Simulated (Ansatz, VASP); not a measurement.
## One calculation of P2Se2O, two programs

```
P Se O
1.0
    -2.53000    2.53000    3.99086
     2.53000   -2.53000    3.99086
     2.53000    2.53000   -3.99086
P Se O
2 2 1
Direct
  0.79761 0.79761 0.00000
  0.20239 0.20239 0.00000
  0.25000 0.75000 0.50000
  0.75000 0.25000 0.50000
  0.00000 0.00000 0.00000
```

Change from the starting cell: species swapped into the CeSi2Pd2 type (I4/mmm, No. 139).

Alike in both runs: functional PBE; dispersion D3(BJ); k mesh 6 × 6 × 6; occupations gaussian, width 0.1 eV; collinear spin.

Ansatz relaxed the structure, and its values are those at the end. VASP's run is a single point on that final structure, the one shown.

|  | VASP | Ansatz |
| --- | --- | --- |
| version | VASP 6.6.1 | Ansatz 0.2.0 |
| potentials or method | VASP PAW PBE potentials, release 64 (P, Se, O), cutoff 520 eV | scalar-relativistic, plane waves, PAW |
| valence electrons in the cell | 28 | 48 |

Ansatz gave:

```
gap on the k mesh at the Fermi level (eV) : 0.30
least direct gap on the mesh (eV)         : 0.30
pressure (GPa)                            : 0.0
rms of the force components (eV/Å)        : 0.005
net moment per atom (μB)                  : 0.00
```

Question: Estimate VASP's values.

Answer: gap on the k mesh at the Fermi level (eV): 0.30; least direct gap on the mesh (eV): 0.30; pressure (GPa): -0.2; rms of the force components (eV/Å): 0.053; net moment per atom (μB): 0.00.

VASP's potentials hold 28 valence electrons a cell and Ansatz's 48, so a difference there can come from the potentials and not from the codes. Ansatz's warnings: seeded moment not kept.
